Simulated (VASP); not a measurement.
GaAs: vibrations by perturbation theory with PBEsol

Crystal: GaAs.

```
CELL_PARAMETERS angstrom
0.00000 2.84830 2.84830
2.84830 0.00000 2.84830
2.84830 2.84830 0.00000
ATOMIC_POSITIONS crystal
Ga 0.00000 0.00000 0.00000
As 0.75000 0.75000 0.75000
```

```
Program                : VASP 6.6.1
Task                   : vibrations by perturbation theory
Functional             : PBEsol
Potentials or basis    : VASP PAW PBE potentials, release 64 (Ga_d, As)
Cutoff                 : 520 eV
k mesh                 : 12 × 12 × 12
Occupations            : gaussian, width 0.01 eV
Spin                   : no spin polarisation
Dipole correction      : no
Further INCAR settings : ALGO = Normal; EDIFF = 1e-08; IBRION = 8; NSW = 1
```

| Property | Result |
| --- | --- |
| Electronic dielectric tensor (diagonal) | 38.27 |
| Born charges (mean of the diagonal) | Ga +2.22; As -2.22 e |
| Highest phonon frequency at Γ, LO-TO splitting left out | 257 cm⁻¹ |

Phonon frequencies in cm⁻¹ (negative: imaginary):
```
              q point        frequencies
(0.000, 0.000, 0.000)  0 0 0 257 257 257
```

Electronic dielectric tensor:
```
38.27  0.00  0.00
 0.00 38.27  0.00
 0.00  0.00 38.27
```

Born effective charge tensors (e):
atom 1, Ga
```
2.22 0.00 0.00
0.00 2.22 0.00
0.00 0.00 2.22
```
atom 2, As
```
-2.22  0.00  0.00
 0.00 -2.22  0.00
 0.00  0.00 -2.22
```

It took 42 min on 1 thread of Intel Xeon 8259CL (shared host), peak memory 0.53 GiB.

Caveat: the cell stands under pressure or tension, which shifts response properties.
